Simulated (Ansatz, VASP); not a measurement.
BaTe: VASP beside Ansatz

```
Ba Te
1.0
     0.00000    3.50790    3.50790
     3.50790    0.00000    3.50790
     3.50790    3.50790    0.00000
Ba Te
1 1
Direct
  0.00000 0.00000 0.00000
  0.50000 0.50000 0.50000
```

Alike in both runs: task relaxation of the atoms; functional r2SCAN; k mesh 8 × 8 × 8; occupations fermi-dirac, width 0.02 eV; no spin polarisation.

|  | VASP | Ansatz |
| --- | --- | --- |
| version | VASP 6.6.1 | Ansatz 0.2.0 |
| potentials or method | VASP PAW PBE potentials, release 64 (Ba_sv, Te), cutoff 520 eV | PAW plane waves |
| valence electrons in the cell | 16 | 26 |

Ansatz gave:

| Item | Value |
| --- | --- |
| gap on the k mesh at the Fermi level, each at its own relaxed structure (eV) | 1.97 |

**Question.** What did VASP give for the same quantities?

**Answer.** gap on the k mesh at the Fermi level, each at its own relaxed structure (eV): 1.89.

VASP's potentials were made for PBE, not for r2SCAN. VASP's potentials hold 16 valence electrons a cell and Ansatz's 26, so a difference there can come from the potentials and not from the codes. Ansatz's warnings: stress scf threshold loose.

Neither program's run includes spin-orbit coupling. Noted on VASP's run: the relaxation stopped at its first step, so nothing moved.
